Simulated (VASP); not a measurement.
Sb: single point with LDA

The system is Sb.

```
Sb
1.0
     2.14560    1.23876    3.65874
    -2.14560    1.23876    3.65874
     0.00000   -2.47753    3.65874
Sb
2
Direct
  0.23594 0.23594 0.23594
  0.76406 0.76406 0.76406
```

| Property | Result |
| --- | --- |
| Program | VASP 6.6.1 |
| Task | single point |
| Functional | LDA |
| Potentials or basis | VASP PAW LDA potentials, release 64 (Sb) |
| Cutoff | 520 eV |
| k mesh | 9 × 9 × 9 |
| Occupations | methfessel-paxton, width 0.1 eV |
| Spin | no spin polarisation |

```json
{
 "Pressure": "0.4 GPa",
 "Largest force": "0.032 eV/Å",
 "Band gap on the k mesh": "0.02 eV, indirect (least direct gap 0.44 eV)"
}
```

Forces in eV/Å, atoms in the order of the input:
```
Sb   0.000  0.000  0.032
Sb   0.000  0.000 -0.032
```

Stress tensor (GPa, compression positive):
```
0.39 0.00 0.00
0.00 0.39 0.00
0.00 0.00 0.26
```

Levels at points of the mesh, in eV from the valence-band top:
| k point | band 3 | band 4 | band 5 | band 6 | band 7 | band 8 |
| --- | --- | --- | --- | --- | --- | --- |
| (0.00, 0.00, 0.00) | -1.98 | -1.82 | -1.82 | 2.36 | 2.86 | 2.86 |

Wall time 17 s on 1 thread of Intel(R) Xeon(R) 6975P-C (Granite Rapids) (shared host), peak memory 0.19 GiB.

Caveat: spin-orbit coupling is left out, which moves the levels of the heavy elements. A k mesh can miss the band edges.
